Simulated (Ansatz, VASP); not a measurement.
**One calculation of TiAl3, two programs**

```xyz
4
Lattice="3.9557 0.0000 0.0000 0.0000 3.9557 0.0000 0.0000 0.0000 3.9557" Properties=species:S:1:pos:R:3 pbc="T T T"
Ti    0.0000    0.0000    0.0000
Al    1.9778    1.9778    0.0000
Al    1.9778    0.0000    1.9778
Al    0.0000    1.9778    1.9778
```

Alike in both runs: task relaxation of cell and atoms; functional PBE; k mesh 12 × 12 × 12; occupations gaussian, width 0.1 eV; no spin polarisation.

|  | VASP | Ansatz |
| --- | --- | --- |
| version | VASP 6.6.1 | Ansatz 0.2.0 |
| potentials or method | VASP PAW PBE potentials, release 64 (Ti_sv, Al), cutoff 600 eV | scalar-relativistic, plane waves, PAW |
| valence electrons in the cell | 21 | 21 |

|  | VASP | Ansatz | Ansatz less VASP |
| --- | --- | --- | --- |
| gap on the k mesh at the Fermi level, each at its own relaxed structure (eV) | none | none | - |
| relaxed volume (Å³/atom) | 15.76 | 15.76 | +0.004 |
| relaxed cell length with the largest relative difference (Å) | 3.980 | 3.980 | +0.0003 |

A gap of «none» marks a metal or a gap that the smearing closes.
